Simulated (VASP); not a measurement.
# CuAs (P6_3/mmc) in VASP: a series of runs, part 2 of 2

VASP 6.6.1. Earlier steps stand in the parts before.

## Step 5: Single point, LDA (volume 16.228 Å^3 an atom, c/a of the conventional cell 1.2097)

The input, INCAR:

```
ALGO = Normal
EDIFF = 1E-7
ENCUT = 520
ISIF = 2
ISMEAR = 0
LASPH = T
LCHARG = F
LREAL = F
LWAVE = F
NBANDS = 24
NELM = 60
PREC = Accurate
SIGMA = 0.15
```

The input, KPOINTS:

```
k-points
0
Gamma
  15 15 10
```

The input, POSCAR:

```
CuAs
1.0
    3.9570562696      0.0000000000      0.0000000000
   -1.9785281348      3.4269112537      0.0000000000
    0.0000000000      0.0000000000      4.7868509693
Cu As
2 2
Direct
    0.0000000000      0.0000000000      0.5000000000
    0.0000000000      0.0000000000      0.0000000000
    0.6666666667      0.3333333333      0.7500000000
    0.3333333333      0.6666666667      0.2500000000
```

Potentials or basis: VASP PAW LDA potentials, release 64 (Cu, As).

On the command line:

```sh
cat potpaw_LDA.64/Cu/POTCAR potpaw_LDA.64/As/POTCAR > POTCAR
mpirun -np 1 vasp_std > vasp.out
```

OUTCAR:

```text
EDIFF = 1E-7
   ENCUT = 520
   ISIF = 2
   ISMEAR = 0
   LASPH = T
   LREAL = F
   NELM = 60
   PREC = Accurate

 ion  position               nearest neighbor table
   1  0.000  0.000  0.500-   2 2.39   2 2.39   4 2.58   3 2.58   3 2.58   4 2.58   3 2.58   4 2.58

   2  0.000  0.000  0.000-   1 2.39   1 2.39   4 2.58   3 2.58   3 2.58   4 2.58   3 2.58   4 2.58

   3  0.667  0.333  0.750-   1 2.58   2 2.58   1 2.58   2 2.58   1 2.58   2 2.58
   4  0.333  0.667  0.250-   1 2.58   2 2.58   1 2.58   2 2.58   1 2.58   2 2.58

  LATTYP: Found a hexagonal cell.
 ALAT       =     3.9570562696
 C/A-ratio  =     1.2097000000

  Lattice vectors:

 A1 = (   3.9570562696,   0.0000000000,   0.0000000000)
 A2 = (  -1.9785281348,   3.4269112537,   0.0000000000)
 A3 = (   0.0000000000,   0.0000000000,   4.7868509693)

Analysis of symmetry for initial positions (statically):
=====================================================================
 Subroutine PRICEL returns:
 Original cell was already a primitive cell.

 Routine SETGRP: Setting up the symmetry group for a
 hexagonal supercell.

 Subroutine GETGRP returns: Found 24 space group operations
 (whereof 12 operations were pure point group operations)
 out of a pool of 24 trial point group operations.

The static configuration has the point symmetry D_3d.
 The point group associated with its full space group is D_6h.

Analysis of symmetry for dynamics (positions and initial velocities):
=====================================================================
 Subroutine PRICEL returns:
 Original cell was already a primitive cell.

 Routine SETGRP: Setting up the symmetry group for a
 hexagonal supercell.

 Subroutine GETGRP returns: Found 24 space group operations
 (whereof 12 operations were pure point group operations)
 out of a pool of 24 trial point group operations.

The dynamic configuration has the point symmetry D_3d.
 The point group associated with its full space group is D_6h.

 Subroutine INISYM returns: Found 24 space group operations
 (whereof 12 operations are pure point group operations),
 and found     1 'primitive' translations

----------------------------------------------------------------------------------------

                                     Primitive cell

  volume of cell :      64.9120

  direct lattice vectors                    reciprocal lattice vectors
     3.957056270  0.000000000  0.000000000     0.252713111  0.145903983  0.000000000
    -1.978528135  3.426911254  0.000000000     0.000000000  0.291807965  0.000000000
     0.000000000  0.000000000  4.786850969     0.000000000  0.000000000  0.208905605

  length of vectors
     3.957056270  3.957056270  4.786850969     0.291807965  0.291807965  0.208905605

  position of ions in fractional coordinates (direct lattice)
     0.000000000  0.000000000  0.500000000
     0.000000000  0.000000000  0.000000000
     0.666666667  0.333333333  0.750000000
     0.333333333  0.666666667  0.250000000

  ion indices of the primitive-cell ions
   primitive index   ion index
                 1           1
                 2           2
                 3           3
                 4           4

----------------------------------------------------------------------------------------

 KPOINTS: k-points

Automatic generation of k-mesh.
 Grid dimensions read from file:
 generate k-points for:   15   15   10

 Generating k-lattice:

  Cartesian coordinates                     Fractional coordinates (reciprocal lattice)
     0.016847541  0.009726932  0.000000000     0.066666667  0.000000000  0.000000000
     0.000000000  0.019453864  0.000000000     0.000000000  0.066666667  0.000000000
     0.000000000  0.000000000  0.020890561     0.000000000  0.000000000  0.100000000

  Length of vectors
     0.019453864  0.019453864  0.020890561

  Shift w.r.t. Gamma in fractional coordinates (k-lattice)
     0.000000000  0.000000000  0.000000000

 Subroutine IBZKPT returns following result:
 ===========================================

 Found    162 irreducible k-points:

 Following reciprocal coordinates:
            Coordinates               Weight
  0.000000  0.000000  0.000000      1.000000
  0.066667  0.000000  0.000000      6.000000
  0.133333 -0.000000  0.000000      6.000000
  0.200000 -0.000000  0.000000      6.000000
  0.266667 -0.000000  0.000000      6.000000
  0.333333 -0.000000  0.000000      6.000000
[... 16 lines left out ...]
  0.333333  0.200000  0.000000     12.000000
  0.400000  0.200000  0.000000      6.000000
 [... further k-points ...]
   k-points           NKPTS =    162   k-points in BZ     NKDIM =    162   number of bands    NBANDS=     24
   number of dos      NEDOS =    301   number of ions     NIONS =      4
   total plane-waves  NPLWV =  32400
   dimension x,y,z NGX =    30 NGY =   30 NGZ =   36
   dimension x,y,z NGXF=    60 NGYF=   60 NGZF=   72
   ions per type =               2   2
   NGX,Y,Z   is equivalent  to a cutoff of  12.60, 12.60, 12.50 a.u.
   NGXF,Y,Z  is equivalent  to a cutoff of  25.21, 25.21, 25.01 a.u.
 SYSTEM =  unknown system
   PREC   = accura    normal or accurate (medium, high low for compatibility)
   ISTART =      0    job   : 0-new  1-cont  2-samecut
   ICHARG =      2    charge: 1-file 2-atom 10-const
   ISPIN  =      1    spin polarized calculation?
   LNONCOLLINEAR =      F non collinear calculations
   LSORBIT =      F    spin-orbit coupling
   LASPH  =      T    aspherical Exc in radial PAW
   ENCUT  =  520.0 eV  38.22 Ry    6.18 a.u.   7.36  7.36  8.90*2*pi/ulx,y,z
   NELM   =     60;   NELMIN=  2; NELMDL= -5     # of ELM steps
   EDIFF  = 0.1E-06   stopping-criterion for ELM
   LREAL  =      F    real-space projection
   EDIFFG = 0.1E-05   stopping-criterion for IOM
   NSW    =      0    number of steps for IOM
   IBRION =     -1    ionic relax: 0-MD 1-quasi-New 2-CG
   NFREE  =      0    steps in history (QN), initial steepest desc. (CG)
   ISIF   =      2    stress and relaxation
   ISYM   =      2    0-nonsym 1-usesym 2-fastsym
   POTIM  = 0.5000    time-step for ionic-motion
   TEBEG  =    0.0;   TEEND  =   0.0 temperature during run
   PSTRESS=    0.0 pullay stress
   NELECT =      32.0000    total number of electrons
   NUPDOWN=      -1.0000    fix difference up-down
   EMIN   =  10.00;   EMAX   =-10.00  energy-range for DOS
   EFERMI =   0.00;   METHOD = LEGACY
   ISMEAR =     0;   SIGMA  =   0.15  broadening in eV -4-tet -1-fermi 0-gaus
   EFERMI_NEDOS =   21; number of points for ismear=-14 and -15
   IALGO  =     38    algorithm
   IMIX   =      4    mixing-type and parameters
     AMIX     =   0.40;   BMIX     =  1.00
     AMIX_MAG =   1.60;   BMIX_MAG =  1.00
  volume/ion in A,a.u.               =      16.23       109.51
  Fermi-wavevector in a.u.,A,eV,Ry     =   1.293252  2.443892 22.755754  1.672501
  Thomas-Fermi vector in A             =   2.424909
   LORBIT       =      0    0 simple, 1 ext, 2 COOP (PROOUT), +10 PAW based schemes
   GGA     = CA    functional components
   LHFCALC =     F    Hartree Fock is set to
   AEXX    =    0.0000 exact exchange contribution
   IVDW    =     0    specifies the selected vdW correction
   LEPSILON=     F    determine dielectric tensor
   LRPA    =     F    only Hartree local field effects (RPA)
 non-spin polarized calculation
 Gauss-broadening in eV      SIGMA  =   0.15
  energy-cutoff  :      520.00
  volume of cell :       64.91
 maximum number of plane-waves:      1777
 NGX is ok and might be reduce to    30
   NGX = 15   NGY = 15   NGZ = 17

 number of electron      32.0000001 magnetization

 Free energy of the ion-electron system (eV)
  ---------------------------------------------------
  ext. energy  EPLUGINS =         0.00000000
  ---------------------------------------------------
  free energy    TOTEN  =       -19.94967403 eV

  energy without entropy =      -19.93007977  energy(sigma->0) =      -19.93987690

 E-fermi :   6.2560     XC(G=0): -11.3750

 val. band max:        6.2339864489   @ k =   0.4667  -0.0000   0.4000
 cond. band min:       6.2951254509   @ k =   0.4667   0.0667   0.3000
 fundamental gap:      0.0611390020
 Fermi energy:         6.2560385944

 k-point     1 :       0.0000    0.0000    0.0000
  band No.  band energies     occupation
      1      -7.1861      2.00000
      2      -3.3536      2.00000
      3       0.4711      2.00000
      4       1.3647      2.00000
      5       1.3647      2.00000
      6       1.5746      2.00000
[... 637 lines left out ...]
     23      15.2554      0.00000
     24      15.3751      0.00000

 [... further k-points ...]
[... 5 lines left out ...]
  --------------------------------------------------------------------------------------
  -------------------------------------------------------------------------------------
  Total       -3.9972605     -3.9972605     -1.1585207     -0.0000000      0.0000000      0.0000000
  in kB      -98.6615743    -98.6615743    -28.5949533     -0.0000000      0.0000000      0.0000000
  external PRESSURE =     -75.3060340 kB  Pullay stress =       0.0000000 kB

 VOLUME and BASIS-vectors are now :
 -----------------------------------------------------------------------------
  energy-cutoff  :      520.00
  volume of cell :       64.91
      direct lattice vectors                 reciprocal lattice vectors
     3.957056270  0.000000000  0.000000000     0.252713111  0.145903983  0.000000000
    -1.978528135  3.426911254  0.000000000     0.000000000  0.291807965  0.000000000
     0.000000000  0.000000000  4.786850969     0.000000000  0.000000000  0.208905605

 POSITION                                       TOTAL-FORCE (eV/Angst)
 -----------------------------------------------------------------------------------
      0.00000      0.00000      2.39343         0.000000      0.000000      0.000000
      0.00000      0.00000      0.00000         0.000000      0.000000      0.000000
      1.97853      1.14230      3.59014         0.000000     -0.000000     -0.000000
     -0.00000      2.28461      1.19671        -0.000000      0.000000     -0.000000
 -----------------------------------------------------------------------------------
    total drift:                                0.000000      0.000000      0.000000

  FREE ENERGIE OF THE ION-ELECTRON SYSTEM (eV)
  ---------------------------------------------------
  free  energy   TOTEN  =       -19.9496740296 eV

  energy  without entropy=      -19.9300797666  energy(sigma->0) =      -19.93987690
```

OSZICAR:

```text
N       E                     dE             d eps       ncg     rms          rms(c)
DAV:   1     0.212598832876E+03    0.21260E+03   -0.13895E+04  7840   0.172E+03
DAV:   2    -0.530264021162E+01   -0.21790E+03   -0.20504E+03  7816   0.318E+02
DAV:   3    -0.222574081335E+02   -0.16955E+02   -0.15821E+02 10504   0.109E+02
DAV:   4    -0.227824292009E+02   -0.52502E+00   -0.52390E+00  9072   0.175E+01
DAV:   5    -0.227940915019E+02   -0.11662E-01   -0.11656E-01 10496   0.240E+00    0.154E+01
DAV:   6    -0.244267080942E+02   -0.16326E+01   -0.42800E+01  9120   0.187E+02    0.127E+01
DAV:   7    -0.200386165531E+02    0.43881E+01   -0.12284E+01  9208   0.938E+01    0.252E+00
DAV:   8    -0.199790951690E+02    0.59521E-01   -0.14709E+00 12304   0.261E+01    0.171E+00
DAV:   9    -0.199507150115E+02    0.28380E-01   -0.25241E-01 11856   0.965E+00    0.227E-01
DAV:  10    -0.199513938603E+02   -0.67885E-03   -0.70770E-03 12560   0.138E+00    0.292E-01
DAV:  11    -0.199496398605E+02    0.17540E-02   -0.39312E-03 10912   0.208E+00    0.469E-02
DAV:  12    -0.199497462871E+02   -0.10643E-03   -0.10743E-03  8424   0.186E-01    0.533E-02
DAV:  13    -0.199496726829E+02    0.73604E-04   -0.10768E-04 12216   0.298E-01    0.815E-03
DAV:  14    -0.199496742549E+02   -0.15721E-05   -0.27556E-05 12088   0.392E-02    0.325E-03
DAV:  15    -0.199496740729E+02    0.18199E-06   -0.22401E-07  8192   0.823E-03    0.162E-03
DAV:  16    -0.199496740296E+02    0.43360E-07   -0.27234E-07  7968   0.719E-03
   1 F= -.19949674E+02 E0= -.19939877E+02  d E =-.195943E-01
```

stdout:

```text
POSCAR found type information on POSCAR CuAs
 POSCAR found :  2 types and       4 ions
 scaLAPACK will be used
 LDA part: xc-table for (Slater(with rela. corr.)+CA(PZ))
 , standard interpolation
 POSCAR, INCAR and KPOINTS ok, starting setup
 FFT: planning ... GRIDC
 FFT: planning ... GRID_SOFT
 FFT: planning ... GRID
 WAVECAR not read
 entering main loop
```

Wall time 2.7 min (1 thread of Intel Xeon Platinum 8488C (Sapphire Rapids), shared host); peak memory 0.32 GiB.

What came out:

| Item | Value |
| --- | --- |
| Free energy | -19.9497 eV |
| Pressure | -7.5 GPa |
| Band gap on the k mesh | zero (band 16 reaches 7.19 eV, above the bottom of band 17 at 5.49 eV) |

## Step 6: Summary

```csv
cell,gap on the mesh (eV),pressure (GPa)
"a = 3.711, b = 3.711, c = 4.770 Å, angles 90.0, 90.0, 120.0°, 4 atoms",none,8.7
"a = 3.564, b = 3.564, c = 5.172 Å, angles 90.0, 90.0, 120.0°, 4 atoms",none,9.2
"a = 3.864, b = 3.864, c = 4.400 Å, angles 90.0, 90.0, 120.0°, 4 atoms",none,10.4
"a = 3.957, b = 3.957, c = 4.787 Å, angles 90.0, 90.0, 120.0°, 4 atoms",none,-7.5
```

Alike in all rows: task single point; level LDA; potentials or basis VASP PAW LDA potentials, release 64 (Cu, As); no spin polarisation; k mesh 15 × 15 × 10; cutoff (eV) 520; smearing gaussian 0.15 eV.

Total energies depend on the potentials used, so only differences within one code and one set of settings carry meaning.
